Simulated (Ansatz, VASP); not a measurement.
One calculation of BaHf3H2, two programs

```
Ba Hf H
1.0
     4.33073    0.00000    0.00000
     0.00000    4.33073    0.00000
     0.00000    0.00000    6.33237
Ba Hf H
1 3 2
Direct
  0.50000 0.50000 0.00000
  0.00000 0.00000 0.00000
  0.50000 0.50000 0.50000
  0.00000 0.00000 0.50000
  0.50000 0.00000 0.50000
  0.00000 0.50000 0.50000
```

Alike in both runs: functional PBE; k mesh 4 × 4 × 2; occupations gaussian, width 0.1 eV; no spin polarisation.

Ansatz relaxed the structure, and its values are those at the end. VASP's run is a single point on that final structure, the one shown.

|  | VASP | Ansatz |
| --- | --- | --- |
| version | VASP 6.6.1 | Ansatz 0.2.0 |
| potentials or method | VASP PAW PBE potentials, release 64 (Ba_sv, Hf_pv, H), cutoff 520 eV | scalar-relativistic, plane waves, PAW |
| valence electrons in the cell | 42 | 90 |

|  | VASP | Ansatz | Ansatz less VASP |
| --- | --- | --- | --- |
| gap on the k mesh at the Fermi level (eV) | none | none | - |
| pressure (GPa) | 0.1 | -0.1 | -0.15 |

A gap of «none» marks a metal or a gap that the smearing closes. The functional is the same, so the differences come from potentials, cutoffs and numerics. VASP's potentials hold 42 valence electrons a cell and Ansatz's 90, so a difference there can come from the potentials and not from the codes.

The k mesh is coarse, so the values compare programs but aren't converged. Neither program's run includes spin-orbit coupling.
